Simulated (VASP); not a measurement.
# CdO (Monteponite) (Fm-3m) in VASP: notebook

The runs below take CdO (Monteponite) through single point, with BLYP, LDA.

All numbers are computed with VASP 6.6.1; they aren't measurements. Logs are shortened: lines on timing, memory, paths and dates and some standing lists are left out, and cuts for length are marked.

### 1 The cell of the first run

Symmetry: Fm-3m, No. 225, cubic system. The conventional cell has a = 4.791 Å, b = 4.791 Å, c = 4.791 Å, α = 90.00°, β = 90.00°, γ = 90.00°. Within 3.2 Å of Cd (site symmetry m-3m) lie 6 O at 2.40 Å. O (site symmetry m-3m) has 6 Cd at 2.40 Å within 3.2 Å.

### 2 Single point, BLYP

File INCAR:

```
SYSTEM = CdO
  PREC = Accurate
  ENCUT = 600
  EDIFF = 1E-6
  ISMEAR = -1
  SIGMA = 0.05
  LREAL = .FALSE.
  LASPH = .TRUE.
  NELM = 120
  ALGO = Normal
  ISIF = 2
  LWAVE = .FALSE.
  LCHARG = .FALSE.
  GGA = B5
  ALDAX = 1.0
  AGGAX = 1.0
  AGGAC = 1.0
  ALDAC = 0.0
  NBANDS = 16
  GGA_COMPAT = .FALSE.
```

File KPOINTS:

```
Automatic mesh
0
G
  10 10 10
  0 0 0
```

File POSCAR:

```
CdO
1.0
    0.0000000000      2.3955803263      2.3955803263
    2.3955803263      0.0000000000      2.3955803263
    2.3955803263      2.3955803263      0.0000000000
Cd O
1 1
Direct
    0.0000000000      0.0000000000      0.0000000000
    0.5000000000      0.5000000000      0.5000000000
```

Potentials or basis: VASP PAW PBE potentials, release 64 (Cd, O).

Command:

```console
$ cat potpaw_PBE.64/Cd/POTCAR potpaw_PBE.64/O/POTCAR > POTCAR
$ mpirun -np 1 vasp_std > vasp.out
```

OUTCAR:

```text
SYSTEM = CdO
   PREC = Accurate
   ENCUT = 600
   EDIFF = 1E-6
   ISMEAR = -1
   LREAL = .FALSE.
   LASPH = .TRUE.
   NELM = 120
   ISIF = 2
   GGA = B5

 ion  position               nearest neighbor table
   1  0.000  0.000  0.000-   2 2.40   2 2.40   2 2.40   2 2.40   2 2.40   2 2.40
   2  0.500  0.500  0.500-   1 2.40   1 2.40   1 2.40   1 2.40   1 2.40   1 2.40

  LATTYP: Found a face centered cubic cell.
 ALAT       =     4.7911606526

  Lattice vectors:

 A1 = (   0.0000000000,   2.3955803263,   2.3955803263)
 A2 = (   2.3955803263,   0.0000000000,   2.3955803263)
 A3 = (   2.3955803263,   2.3955803263,   0.0000000000)

Analysis of symmetry for initial positions (statically):
=====================================================================
 Subroutine PRICEL returns:
 Original cell was already a primitive cell.

 Routine SETGRP: Setting up the symmetry group for a
 face centered cubic supercell.

 Subroutine GETGRP returns: Found 48 space group operations
 (whereof 48 operations were pure point group operations)
 out of a pool of 48 trial point group operations.

The static configuration has the point symmetry O_h .

Analysis of symmetry for dynamics (positions and initial velocities):
=====================================================================
 Subroutine PRICEL returns:
 Original cell was already a primitive cell.

 Routine SETGRP: Setting up the symmetry group for a
 face centered cubic supercell.

 Subroutine GETGRP returns: Found 48 space group operations
 (whereof 48 operations were pure point group operations)
 out of a pool of 48 trial point group operations.

The dynamic configuration has the point symmetry O_h .

 Subroutine INISYM returns: Found 48 space group operations
 (whereof 48 operations are pure point group operations),
 and found     1 'primitive' translations

----------------------------------------------------------------------------------------

                                     Primitive cell

  volume of cell :      27.4955

  direct lattice vectors                    reciprocal lattice vectors
     0.000000000  2.395580326  2.395580326    -0.208717693  0.208717693  0.208717693
     2.395580326  0.000000000  2.395580326     0.208717693 -0.208717693  0.208717693
     2.395580326  2.395580326  0.000000000     0.208717693  0.208717693 -0.208717693
[... 74 lines left out ...]
 SYSTEM =  CdO
   PREC   = accura    normal or accurate (medium, high low for compatibility)
   ISTART =      0    job   : 0-new  1-cont  2-samecut
   ICHARG =      2    charge: 1-file 2-atom 10-const
   ISPIN  =      1    spin polarized calculation?
   LNONCOLLINEAR =      F non collinear calculations
   LSORBIT =      F    spin-orbit coupling
   LASPH  =      T    aspherical Exc in radial PAW
   ENCUT  =  600.0 eV  44.10 Ry    6.64 a.u.   6.77  6.77  6.77*2*pi/ulx,y,z
   NELM   =    120;   NELMIN=  2; NELMDL= -5     # of ELM steps
   EDIFF  = 0.1E-05   stopping-criterion for ELM
   LREAL  =      F    real-space projection
   EDIFFG = 0.1E-04   stopping-criterion for IOM
   NSW    =      0    number of steps for IOM
   IBRION =     -1    ionic relax: 0-MD 1-quasi-New 2-CG
   NFREE  =      0    steps in history (QN), initial steepest desc. (CG)
   ISIF   =      2    stress and relaxation
   ISYM   =      2    0-nonsym 1-usesym 2-fastsym
   POTIM  = 0.5000    time-step for ionic-motion
   TEBEG  =    0.0;   TEEND  =   0.0 temperature during run
   PSTRESS=    0.0 pullay stress
   NELECT =      18.0000    total number of electrons
   NUPDOWN=      -1.0000    fix difference up-down
   EMIN   =  10.00;   EMAX   =-10.00  energy-range for DOS
   EFERMI =   0.00;   METHOD = LEGACY
   ISMEAR =    -1;   SIGMA  =   0.05  broadening in eV -4-tet -1-fermi 0-gaus
   EFERMI_NEDOS =   21; number of points for ismear=-14 and -15
   IALGO  =     38    algorithm
   IMIX   =      4    mixing-type and parameters
     AMIX     =   0.40;   BMIX     =  1.00
     AMIX_MAG =   1.60;   BMIX_MAG =  1.00
  volume/ion in A,a.u.               =      13.75        92.77
  Fermi-wavevector in a.u.,A,eV,Ry     =   1.421494  2.686234 27.492534  2.020644
  Thomas-Fermi vector in A             =   2.542297
   LORBIT       =      0    0 simple, 1 ext, 2 COOP (PROOUT), +10 PAW based schemes
   GGA     = B5    functional components
   LHFCALC =     F    Hartree Fock is set to
   AEXX    =    0.0000 exact exchange contribution
   IVDW    =     0    specifies the selected vdW correction
   LEPSILON=     F    determine dielectric tensor
   LRPA    =     F    only Hartree local field effects (RPA)
 non-spin polarized calculation
  energy-cutoff  :      600.00
  volume of cell :       27.50
 maximum number of plane-waves:       941
   NGX = 13   NGY = 13   NGZ = 13

 number of electron      17.9999995 magnetization

 Free energy of the ion-electron system (eV)
  ---------------------------------------------------
  ext. energy  EPLUGINS =         0.00000000
  ---------------------------------------------------
  free energy    TOTEN  =        -6.95363675 eV

  energy without entropy =       -6.95308273  energy(sigma->0) =       -6.95335974

 E-fermi :   2.0494     XC(G=0): -10.8472

 val. band max:        1.8758882692   @ k =   0.5000   0.0000   0.0000
 cond. band min:       2.4939291122   @ k =   0.1000   0.0000   0.0000
 fundamental gap:      0.6180408430
 Fermi energy:         2.0494043607

 k-point     1 :       0.0000    0.0000    0.0000
  band No.  band energies     occupation
      1     -14.9760      2.00000
      2      -4.7913      2.00000
      3      -4.7913      2.00000
      4      -4.7913      2.00000
      5      -4.5221      2.00000
      6      -4.5221      2.00000
[... 433 lines left out ...]
      3      -4.7693      2.00000
      4      -4.5224      2.00000
      5      -4.3818      2.00000
      6      -4.2817      2.00000
[... 8 lines left out ...]
     15      24.8580      0.00000
     16      25.7817      0.00000

 [... further k-points ...]
[... 5 lines left out ...]
  --------------------------------------------------------------------------------------
  -------------------------------------------------------------------------------------
  Total        0.7353382      0.7353382      0.7353382      0.0000000      0.0000000      0.0000000
  in kB       42.8484888     42.8484888     42.8484888      0.0000000      0.0000000      0.0000000
  external PRESSURE =      42.8484888 kB  Pullay stress =       0.0000000 kB

 VOLUME and BASIS-vectors are now :
 -----------------------------------------------------------------------------
  energy-cutoff  :      600.00
  volume of cell :       27.50
      direct lattice vectors                 reciprocal lattice vectors
     0.000000000  2.395580326  2.395580326    -0.208717693  0.208717693  0.208717693
     2.395580326  0.000000000  2.395580326     0.208717693 -0.208717693  0.208717693
     2.395580326  2.395580326  0.000000000     0.208717693  0.208717693 -0.208717693

 POSITION                                       TOTAL-FORCE (eV/Angst)
 -----------------------------------------------------------------------------------
      0.00000      0.00000      0.00000        -0.000000      0.000000     -0.000000
      2.39558      2.39558      2.39558         0.000000      0.000000      0.000000
 -----------------------------------------------------------------------------------
    total drift:                                0.000000      0.000000      0.000000

  FREE ENERGIE OF THE ION-ELECTRON SYSTEM (eV)
  ---------------------------------------------------
  free  energy   TOTEN  =        -6.9536367488 eV

  energy  without entropy=       -6.9530827262  energy(sigma->0) =       -6.95335974
```

OSZICAR:

```text
N       E                     dE             d eps       ncg     rms          rms(c)
DAV:   1     0.130437599104E+03    0.13044E+03   -0.11303E+04  1552   0.129E+03
DAV:   2    -0.484562067877E+01   -0.13528E+03   -0.12365E+03  1680   0.304E+02
DAV:   3    -0.918350826584E+01   -0.43379E+01   -0.43292E+01  1864   0.594E+01
DAV:   4    -0.919716763526E+01   -0.13659E-01   -0.13659E-01  1912   0.308E+00
DAV:   5    -0.919721302489E+01   -0.45390E-04   -0.45390E-04  1872   0.157E-01    0.101E+01
DAV:   6    -0.704331655148E+01    0.21539E+01   -0.63480E+00  1960   0.438E+01    0.845E+00
DAV:   7    -0.697589305376E+01    0.67423E-01   -0.98241E-01  1560   0.898E+00    0.407E+00
DAV:   8    -0.695740654970E+01    0.18487E-01   -0.14172E-01  1616   0.320E+00    0.786E-01
DAV:   9    -0.695357658269E+01    0.38300E-02   -0.91439E-03  1752   0.924E-01    0.159E-01
DAV:  10    -0.695356577524E+01    0.10807E-04   -0.15625E-03  1680   0.394E-01    0.549E-02
DAV:  11    -0.695364477325E+01   -0.78998E-04   -0.15781E-04  1616   0.111E-01    0.241E-02
DAV:  12    -0.695363673800E+01    0.80353E-05   -0.21388E-05  1752   0.423E-02    0.753E-03
DAV:  13    -0.695363674881E+01   -0.10816E-07   -0.10509E-06  1496   0.100E-02
   1 F= -.69536367E+01 E0= -.69533597E+01  d E =-.554023E-03
```

stdout:

```text
POSCAR found type information on POSCAR CdO
 POSCAR found :  2 types and       2 ions
 scaLAPACK will be used
 -----------------------------------------------------------------------------
|                                                                             |
|                                                                             |
|     You enforced a specific xc type in the INCAR file but a different       |
|     I HOPE YOU KNOW WHAT YOU ARE DOING!                                     |
|                                                                             |
 -----------------------------------------------------------------------------

 LDA part: xc-table for (Slater(with rela. corr.)+VWN5), standard interpolation
 POSCAR, INCAR and KPOINTS ok, starting setup
 FFT: planning ... GRIDC
 FFT: planning ... GRID_SOFT
 FFT: planning ... GRID
 WAVECAR not read
 entering main loop
```

It took 20 s on 1 thread of Intel Xeon 6975P-C, shared host; peak memory 0.17 GiB.

Results:

| Quantity | Value |
| --- | --- |
| Free energy | -6.9536 eV |
| Pressure | 4.3 GPa |
| Band gap on the k mesh | zero (band 9 reaches 1.88 eV, above the bottom of band 10 at 1.48 eV) |

Caveat: the PAW data sets were made with another functional, which shifts forces and pressure a little.

### 3 Single point, LDA, non-collinear spin, zero start, spin-orbit coupling

This run uses another cell than the first one, of 12.97 Å³/atom, 0.943 times its volume.

File INCAR:

```
SYSTEM = CdO
ALGO = Normal ; EDIFF = 1E-6
ENCUT = 600 ; GGA_COMPAT = .FALSE.
ISIF = 2 ; ISMEAR = -1
LASPH = .TRUE. ; LCHARG = .TRUE.
LNONCOLLINEAR = .TRUE. ; LORBIT = 11
LORBMOM = .TRUE. ; LREAL = .FALSE.
LSORBIT = .TRUE. ; LVHAR = .TRUE.
LWAVE = .FALSE. ; MAGMOM = 0 0 0 0 0 0
NBANDS = 30 ; NELM = 200
PREC = Accurate ; SIGMA = 0.05
```

File KPOINTS:

```
k-points
0
G
  10 10 10
  0 0 0
```

File POSCAR:

```
CdO
1.0
    0.0000000000      2.3495000000      2.3495000000
    2.3495000000      0.0000000000      2.3495000000
    2.3495000000      2.3495000000      0.0000000000
Cd O
1 1
Direct
    0.0000000000      0.0000000000      0.0000000000
    0.5000000000      0.5000000000      0.5000000000
```

Potentials or basis: VASP PAW LDA potentials, release 64 (Cd, O).

Command:

```console
$ cat potpaw_LDA.64/Cd/POTCAR potpaw_LDA.64/O/POTCAR > POTCAR
$ mpirun -np 1 vasp_ncl > vasp.out
```

It took 87 s on 1 thread of Intel Xeon 6975P-C, shared host; peak memory 0.24 GiB.

Results (log left out):

* Free energy: -9.3598 eV
* Pressure: -4.6 GPa
* Net moment: 0.00 μB per cell
* Valence electrons inside the program's atomic spheres: Cd 10.25; O 4.89

Moments on the atoms (μB; x, y, z):
```
Cd  0.00 0.00 0.00
O   0.00 0.00 0.00
```

### 4 Single point, LDA

This run uses another cell than the first one, of 12.19 Å³/atom, 0.887 times its volume.

File INCAR:

```
SYSTEM = CdO
ALGO = Normal ; EDIFF = 1E-6
ENCUT = 600 ; GGA_COMPAT = .FALSE.
ISIF = 2 ; ISMEAR = -1
LASPH = .TRUE. ; LCHARG = .TRUE.
LELF = .TRUE. ; LREAL = .FALSE.
LVHAR = .TRUE. ; LWAVE = .FALSE.
NBANDS = 16 ; NELM = 120
PREC = Accurate ; SIGMA = 0.05
```

KPOINTS is that of step 3.

File POSCAR:

```
CdO
1.0
    0.0000000000      2.3015375624      2.3015375624
    2.3015375624      0.0000000000      2.3015375624
    2.3015375624      2.3015375624      0.0000000000
Cd O
1 1
Direct
    0.0000000000      0.0000000000      0.0000000000
    0.5000000000      0.5000000000      0.5000000000
```

Command:

```console
$ cat potpaw_LDA.64/Cd/POTCAR potpaw_LDA.64/O/POTCAR > POTCAR
$ mpirun -np 1 vasp_std > vasp.out
```

It took 23 s on 1 thread of Intel Xeon Platinum 8259CL at 2.50GHz (Skylake/Cascade Lake), shared host; peak memory 0.15 GiB.

It converged, with:

```
Free energy            : -9.3276 eV
Pressure               : 5.6 GPa
Band gap on the k mesh : zero (band 9 reaches 2.42 eV, above the bottom of band 10 at 2.04 eV)
```

Levels at points of the mesh, in eV from the Fermi level:
```csv
k point,band 5,band 6,band 7,band 8,band 9,band 10,band 11,band 12,band 13,band 14
"(0.00, 0.00, 0.00)",-6.64,-6.64,-1.79,-1.79,-1.79,-0.54,14.71,17.14,17.14,17.14
"(0.50, 0.00, 0.00)",-6.33,-6.33,-4.16,-0.16,-0.16,4.14,7.43,11.83,11.83,18.07
"(0.50, 0.50, 0.00)",-6.16,-5.72,-5.07,-2.86,-2.86,3.75,8.48,11.16,13.48,13.48
```

### 5 Single point, LDA

This run uses another cell than the first one, of 12.45 Å³/atom, 0.906 times its volume.

File INCAR:

```
ALGO = Normal ; EDIFF = 1E-6
ENCUT = 600 ; GGA = CA
GGA_COMPAT = False ; ISIF = 2
ISMEAR = -1 ; LASPH = True
LCHARG = False ; LREAL = False
LWAVE = False ; NBANDS = 16
NELM = 120 ; PREC = Accurate
SIGMA = 0.05
```

File KPOINTS:

```
k-points
0
Gamma
  10 10 10
```

File POSCAR:

```
CdO
1.0
    0.0000000000      2.3177461075      2.3177461075
    2.3177461075      0.0000000000      2.3177461075
    2.3177461075      2.3177461075      0.0000000000
Cd O
1 1
Direct
    0.0000000000      0.0000000000      0.0000000000
    0.5000000000      0.5000000000      0.5000000000
```

Command:

```console
$ cat potpaw_LDA.64/Cd/POTCAR potpaw_LDA.64/O/POTCAR > POTCAR
$ mpirun -np 1 vasp_std > vasp.out
```

Run time: 21 s. Hardware: 1 thread of Intel Xeon Platinum 8259CL at 2.50GHz (Skylake/Cascade Lake), shared host; peak memory 0.15 GiB.

Results (log left out):

```
Free energy            : -9.3407 eV
Pressure               : 1.8 GPa
Band gap on the k mesh : zero (band 9 reaches 2.20 eV, above the bottom of band 10 at 1.77 eV)
```

Levels at points of the mesh, in eV from the Fermi level:
```csv
k point,band 7,band 8,band 9,band 10,band 11,band 12
"(0.00, 0.00, 0.00)",-1.70,-1.70,-1.70,-0.59,14.69,17.00
"(0.50, 0.00, 0.00)",-4.11,-0.16,-0.16,4.14,7.28,11.73
"(0.50, 0.50, 0.00)",-4.91,-2.74,-2.74,3.66,8.40,11.09
```

### 6 Single point, LDA

This run uses another cell than the first one, of 12.97 Å³/atom, 0.943 times its volume.

File INCAR:

```
SYSTEM = CdO
  PREC = Accurate
  ENCUT = 600
  EDIFF = 1E-6
  ISMEAR = -1
  SIGMA = 0.05
  LREAL = .FALSE.
  LASPH = .TRUE.
  NELM = 120
  ALGO = Normal
  ISIF = 2
  LWAVE = .FALSE.
  LCHARG = .TRUE.
  LELF = .TRUE.
  LVHAR = .TRUE.
  NBANDS = 16
  GGA_COMPAT = .FALSE.
```

File KPOINTS:

```
regular mesh
0
G
  10 10 10
  0 0 0
```

File POSCAR:

```
CdO
1.0
    0.0000000000      2.3495000000      2.3495000000
    2.3495000000      0.0000000000      2.3495000000
    2.3495000000      2.3495000000      0.0000000000
Cd O
1 1
Direct
    0.0000000000      0.0000000000      0.0000000000
    0.5000000000      0.5000000000      0.5000000000
```

Potentials or basis: VASP PAW LDA potentials, release 64 (Cd, O).

Command:

```console
$ cat potpaw_LDA.64/Cd/POTCAR potpaw_LDA.64/O/POTCAR > POTCAR
$ mpirun -np 1 vasp_std > vasp.out
```

Wall time 22 s (1 thread of Intel Xeon Platinum 8259CL at 2.50GHz (Skylake/Cascade Lake), shared host); peak memory 0.15 GiB.

The run converged. Its results:

```yaml
Free_energy: -9.3333 eV
Pressure: -4.6 GPa
Band_gap_on_the_k_mesh: zero (band 9 reaches 1.78 eV, above the bottom of band 10 at 1.27 eV)
```

Levels at points of the mesh, in eV from the Fermi level:
| k point | band 7 | band 8 | band 9 | band 10 | band 11 | band 12 |
| --- | --- | --- | --- | --- | --- | --- |
| (0.00, 0.00, 0.00) | -1.54 | -1.54 | -1.54 | -0.68 | 14.64 | 16.71 |
| (0.50, 0.00, 0.00) | -4.02 | -0.16 | -0.16 | 4.12 | 7.00 | 11.53 |
| (0.50, 0.50, 0.00) | -4.60 | -2.53 | -2.53 | 3.49 | 8.23 | 10.94 |

### 7 The runs side by side

```tsv
level	potentials or basis	spin	cell	gap on the mesh (eV)	pressure (GPa)
BLYP	VASP PAW PBE potentials, release 64 (Cd, O)	off	a = 3.388 Å, angles 60.0°, 2 atoms	none	4.3
LDA	VASP PAW LDA potentials, release 64 (Cd, O)	non-collinear, zero start, SOC	a = 3.323 Å, angles 60.0°, 2 atoms	-	-4.6
LDA	VASP PAW LDA potentials, release 64 (Cd, O)	off	a = 3.255 Å, angles 60.0°, 2 atoms	none	5.6
LDA	VASP PAW LDA potentials, release 64 (Cd, O)	off	a = 3.278 Å, angles 60.0°, 2 atoms	none	1.8
LDA	VASP PAW LDA potentials, release 64 (Cd, O)	off	a = 3.323 Å, angles 60.0°, 2 atoms	none	-4.6
```

Alike in all rows: task single point; k mesh 10 × 10 × 10; cutoff (eV) 600; smearing fermi-dirac 0.05 eV.

Caveats: the PAW data sets were made with another functional, which shifts forces and pressure a little (some runs).

Total energies depend on the potentials used, so only differences within one code and one set of settings carry meaning.
